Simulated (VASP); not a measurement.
# Al (Fm-3m) in VASP: further runs, part 2 of 2

VASP 6.6.1. Earlier steps stand in the parts before.

### 3 Relaxation of volume and atoms at fixed shape, PBEsol

This run uses another cell than the first one, of 16.60 Å³/atom, 1.029 times its volume.

File INCAR:

```
  PREC = Accurate
  ENCUT = 600
  EDIFF = 1E-7
  ISMEAR = -1
  SIGMA = 0.05
  LREAL = False
  LASPH = True
  NELM = 100
  ALGO = Normal
  ISIF = 8
  LWAVE = False
  LCHARG = False
  GGA = PS
  IBRION = 2
  NSW = 60
  EDIFFG = -0.02
```

File KPOINTS:

```
Automatic mesh
0
Gamma
  10 10 10
```

File POSCAR:

```
Al
1.0
    0.0000000000      2.0248050000      2.0248050000
    2.0248050000      0.0000000000      2.0248050000
    2.0248050000      2.0248050000      0.0000000000
Al
1
Direct
    0.0000000000      0.0000000000      0.0000000000
```

Potentials or basis: VASP PAW PBE potentials, release 64 (Al).

The run is started by

```console
cat potpaw_PBE.64/Al/POTCAR > POTCAR
mpirun -np 1 vasp_std > vasp.out
```

OUTCAR:

```text
PREC = Accurate
   ENCUT = 600
   EDIFF = 1E-7
   ISMEAR = -1
   LREAL = False
   LASPH = True
   NELM = 100
   ISIF = 8
   GGA = PS
   IBRION = 2
   NSW = 60
   EDIFFG = -0.02

 ion  position               nearest neighbor table
   1  0.000  0.000  0.000-

  LATTYP: Found a face centered cubic cell.
 ALAT       =     4.0496100000

  Lattice vectors:

 A1 = (   0.0000000000,   2.0248050000,   2.0248050000)
 A2 = (   2.0248050000,   0.0000000000,   2.0248050000)
 A3 = (   2.0248050000,   2.0248050000,   0.0000000000)

Analysis of symmetry for initial positions (statically):
=====================================================================
 Subroutine PRICEL returns:
 Original cell was already a primitive cell.

 Routine SETGRP: Setting up the symmetry group for a
 face centered cubic supercell.

 Subroutine GETGRP returns: Found 48 space group operations
 (whereof 48 operations were pure point group operations)
 out of a pool of 48 trial point group operations.

The static configuration has the point symmetry O_h .

Analysis of symmetry for dynamics (positions and initial velocities):
=====================================================================
 Subroutine PRICEL returns:
 Original cell was already a primitive cell.

 Routine SETGRP: Setting up the symmetry group for a
 face centered cubic supercell.

 Subroutine GETGRP returns: Found 48 space group operations
 (whereof 48 operations were pure point group operations)
 out of a pool of 48 trial point group operations.

The dynamic configuration has the point symmetry O_h .

 Subroutine INISYM returns: Found 48 space group operations
 (whereof 48 operations are pure point group operations),
 and found     1 'primitive' translations

----------------------------------------------------------------------------------------

                                     Primitive cell

  volume of cell :      16.6027

  direct lattice vectors                    reciprocal lattice vectors
     0.000000000  2.024805000  2.024805000    -0.246937359  0.246937359  0.246937359
     2.024805000  0.000000000  2.024805000     0.246937359 -0.246937359  0.246937359
     2.024805000  2.024805000  0.000000000     0.246937359  0.246937359 -0.246937359

  length of vectors
     2.863506692  2.863506692  2.863506692     0.427708053  0.427708053  0.427708053

  position of ions in fractional coordinates (direct lattice)
     0.000000000  0.000000000  0.000000000

  ion indices of the primitive-cell ions
   primitive index   ion index
                 1           1

----------------------------------------------------------------------------------------

 KPOINTS: Automatic mesh

[... 85 lines left out ...]
   IMIX   =      4    mixing-type and parameters
     AMIX     =   0.40;   BMIX     =  1.00
     AMIX_MAG =   1.60;   BMIX_MAG =  1.00
  volume/ion in A,a.u.               =      16.60       112.04
  Fermi-wavevector in a.u.,A,eV,Ry     =   0.925526  1.748991 11.654733  0.856599
  Thomas-Fermi vector in A             =   2.051390
   LORBIT       =      0    0 simple, 1 ext, 2 COOP (PROOUT), +10 PAW based schemes
   GGA     = PS    functional components
   LHFCALC =     F    Hartree Fock is set to
   AEXX    =    0.0000 exact exchange contribution
   IVDW    =     0    specifies the selected vdW correction
   LEPSILON=     F    determine dielectric tensor
   LRPA    =     F    only Hartree local field effects (RPA)
 conjugate gradient relaxation of ions
 non-spin polarized calculation
  energy-cutoff  :      600.00
  volume of cell :       16.60
 maximum number of plane-waves:       568
   NGX = 11   NGY = 11   NGZ = 11

--------------------------------------- Ionic step        1  -------------------------------------------

 number of electron       3.0000000 magnetization

 Free energy of the ion-electron system (eV)
  ---------------------------------------------------
  ext. energy  EPLUGINS =         0.00000000
  ---------------------------------------------------
  free energy    TOTEN  =        -4.07320106 eV

  energy without entropy =       -4.06585277  energy(sigma->0) =       -4.06952692

------------------------ aborting loop because EDIFF is reached ----------------------------------------

  FORCE on cell =-STRESS in cart. coord.  units (eV):
  Direction    XX          YY          ZZ          XY          YZ          ZX
  --------------------------------------------------------------------------------------
  -------------------------------------------------------------------------------------
  Total       -0.2050871     -0.2050871     -0.2050871      0.0000000      0.0000000      0.0000000
  in kB      -19.7910735    -19.7910735    -19.7910735      0.0000000      0.0000000      0.0000000
  external PRESSURE =     -19.7910735 kB  Pullay stress =       0.0000000 kB

 VOLUME and BASIS-vectors are now :
 -----------------------------------------------------------------------------
  energy-cutoff  :      600.00
  volume of cell :       16.60
      direct lattice vectors                 reciprocal lattice vectors
     0.000000000  2.024805000  2.024805000    -0.246937359  0.246937359  0.246937359
     2.024805000  0.000000000  2.024805000     0.246937359 -0.246937359  0.246937359
     2.024805000  2.024805000  0.000000000     0.246937359  0.246937359 -0.246937359

 POSITION                                       TOTAL-FORCE (eV/Angst)
 -----------------------------------------------------------------------------------
      0.00000      0.00000      0.00000        -0.000000      0.000000     -0.000000
 -----------------------------------------------------------------------------------
    total drift:                                0.000000     -0.000000     -0.000000

  FREE ENERGIE OF THE ION-ELECTRON SYSTEM (eV)
  ---------------------------------------------------
  free  energy   TOTEN  =        -4.0732010599 eV

  energy  without entropy=       -4.0658527705  energy(sigma->0) =       -4.06952692

--------------------------------------- Ionic step        2  -------------------------------------------

 number of electron       3.0000000 magnetization

 Free energy of the ion-electron system (eV)
  ---------------------------------------------------
  ext. energy  EPLUGINS =         0.00000000
  ---------------------------------------------------
  free energy    TOTEN  =        -4.07608580 eV

  energy without entropy =       -4.06949332  energy(sigma->0) =       -4.07278956

 E-fermi :   8.3180     XC(G=0): -10.3440

 val. band max:        8.3080120016   @ k =  -0.4000   0.4000   0.0000
 cond. band min:       8.4158061406   @ k =  -0.3000   0.2000   0.0000
 fundamental gap:      0.1077941390
 Fermi energy:         8.3179630301

 k-point     1 :       0.0000    0.0000    0.0000
  band No.  band energies     occupation
      1      -3.0970      2.00000
      2      20.9221      0.00000
      3      20.9221      0.00000
      4      20.9221      0.00000
      5      22.5936      0.00000
[... 177 lines left out ...]
 k-point    24 :       0.4000    0.3000    0.0000
  band No.  band energies     occupation
      1       1.5153      2.00000
      2      11.6578      0.00000
      3      12.1471      0.00000
      4      14.7496      0.00000
      5      16.0392      0.00000

 [... further k-points ...]
[... 5 lines left out ...]
  --------------------------------------------------------------------------------------
  -------------------------------------------------------------------------------------
  Total        0.0160418      0.0160418      0.0160418     -0.0000000      0.0000000      0.0000000
  in kB        1.5949195      1.5949195      1.5949195     -0.0000000      0.0000000      0.0000000
  external PRESSURE =       1.5949195 kB  Pullay stress =       0.0000000 kB

 VOLUME and BASIS-vectors are now :
 -----------------------------------------------------------------------------
  energy-cutoff  :      600.00
  volume of cell :       16.11
      direct lattice vectors                 reciprocal lattice vectors
     0.000000000  2.004771687  2.004771687    -0.249404959  0.249404959  0.249404959
     2.004771687  0.000000000  2.004771687     0.249404959 -0.249404959  0.249404959
     2.004771687  2.004771687  0.000000000     0.249404959  0.249404959 -0.249404959

 POSITION                                       TOTAL-FORCE (eV/Angst)
 -----------------------------------------------------------------------------------
      2.00477      0.00000      2.00477        -0.000000      0.000000      0.000000
 -----------------------------------------------------------------------------------
    total drift:                               -0.000000      0.000000     -0.000000

  FREE ENERGIE OF THE ION-ELECTRON SYSTEM (eV)
  ---------------------------------------------------
  free  energy   TOTEN  =        -4.0760857975 eV

  energy  without entropy=       -4.0694933213  energy(sigma->0) =       -4.07278956

 reached required accuracy - stopping structural energy minimisation
```

OSZICAR:

```text
N       E                     dE             d eps       ncg     rms          rms(c)
DAV:   1    -0.142137198757E+01   -0.14214E+01   -0.97311E+02   470   0.380E+02
DAV:   2    -0.408024949015E+01   -0.26589E+01   -0.23700E+01   615   0.331E+01
DAV:   3    -0.410197189967E+01   -0.21722E-01   -0.19940E-01   665   0.377E+00
DAV:   4    -0.410203351274E+01   -0.61613E-04   -0.61611E-04   640   0.195E-01
DAV:   5    -0.410203386030E+01   -0.34755E-06   -0.34769E-06   665   0.113E-02    0.138E+00
DAV:   6    -0.408477265100E+01    0.17261E-01   -0.23787E-03   555   0.323E-01    0.785E-01
DAV:   7    -0.407321726562E+01    0.11555E-01   -0.63990E-03   565   0.513E-01    0.163E-01
DAV:   8    -0.407320220265E+01    0.15063E-04   -0.31729E-05   605   0.588E-02    0.611E-03
DAV:   9    -0.407320141254E+01    0.79011E-06   -0.62533E-07   630   0.556E-03    0.155E-03
DAV:  10    -0.407320109439E+01    0.31815E-06   -0.51574E-09   435   0.716E-04    0.119E-03
DAV:  11    -0.407320105988E+01    0.34504E-07   -0.39458E-10   320   0.185E-04
   1 F= -.40732011E+01 E0= -.40695269E+01  d E =-.407320E+01
       N       E                     dE             d eps       ncg     rms          rms(c)
DAV:   1    -0.407648590770E+01   -0.32848E-02   -0.44352E-02   580   0.136E+00    0.187E-01
DAV:   2    -0.407624901360E+01    0.23689E-03   -0.29706E-04   500   0.147E-01    0.682E-02
DAV:   3    -0.407609609934E+01    0.15291E-03   -0.62194E-05   555   0.477E-02    0.242E-02
DAV:   4    -0.407608571569E+01    0.10384E-04   -0.59204E-06   615   0.145E-02    0.149E-02
DAV:   5    -0.407608579751E+01   -0.81814E-07   -0.47630E-08   395   0.225E-03
   2 F= -.40760858E+01 E0= -.40727896E+01  d E =-.288474E-02
```

It took 9.3 s on 1 thread of Intel Xeon 8259CL, shared host; peak memory 0.13 GiB.

What came out:

```
Free energy                            : -4.0761 eV
Relaxed volume                         : 16.11 Å³/atom
Relaxed cell                           : a = 2.835 Å, b = 2.835 Å, c = 2.835 Å, α = 60.00°, β = 60.00°, γ = 60.00°
Space group after relaxing (to 0.05 Å) : Fm-3m (No. 225)
Energy gained by relaxing              : 2.9 meV/atom
Ionic steps                            : 2
Pressure after relaxing                : 0.2 GPa
```

Step by step:
```csv
step,energy change (eV),largest force (eV/Å),pressure (GPa),volume (Å³)
1,0.0000,0.0000,-1.98,16.60
2,-0.0029,0.0000,0.16,16.11
```

Final structure:
```xyz
1
Lattice="0.0000 2.0048 2.0048 2.0048 0.0000 2.0048 2.0048 2.0048 0.0000" Properties=species:S:1:pos:R:3 pbc="T T T"
Al    2.0048    0.0000    2.0048
```

Caveat: the PAW data sets were made with another functional, which shifts forces and pressure a little.
